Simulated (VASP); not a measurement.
A run of VASP 6.6.1:

The input POSCAR:

```
Cu
1.0
    2.3218922435      0.0000000000      0.0000000000
   -1.1609461218      2.0108176677      0.0000000000
    0.0000000000      0.0000000000      4.8986413444
Cu
2
Direct
    0.3333333333      0.6666666667      0.2500000000
    0.6666666667      0.3333333333      0.7500000000
```

File INCAR.step1:

```
SYSTEM = Cu
ALGO = Normal ; EDIFF = 1E-4
ENCUT = 520 ; GGA = PE
ISMEAR = 0 ; LASPH = .True.
LCHARG = .False. ; LREAL = .False.
LWAVE = .True. ; NBANDS = 18
NELM = 60 ; PREC = Accurate
SIGMA = 0.15
```

The input INCAR.step2:

```
SYSTEM = Cu
ALGO = Normal ; EDIFF = 1E-7
ENCUT = 520 ; ISIF = 2
ISMEAR = 0 ; ISTART = 1
LASPH = .True. ; LCHARG = .False.
LMIXTAU = .True. ; LREAL = .False.
LWAVE = .False. ; METAGGA = R2SCAN
NBANDS = 18 ; NELM = 60
PREC = Accurate ; SIGMA = 0.15
```

The input KPOINTS:

```
k-points
0
Gamma
  24 24 14
  0 0 0
```

Potentials or basis: VASP PAW PBE potentials, release 64 (Cu).

The run is started by

```console
$ cat potpaw_PBE.64/Cu/POTCAR > POTCAR
$ cp INCAR.step1 INCAR
$ mpirun -np 1 vasp_std > vasp.out
$ cp INCAR.step2 INCAR
$ mpirun -np 1 vasp_std > vasp.out
```

Hardware: 1 thread of AMD EPYC 7R13, on a shared host.

Q: How long does it take, and how much memory?

A: Run time: 18 min on 1 thread of AMD EPYC 7R13, on a shared host, peak memory 0.24 GiB. Counts: k points 488.
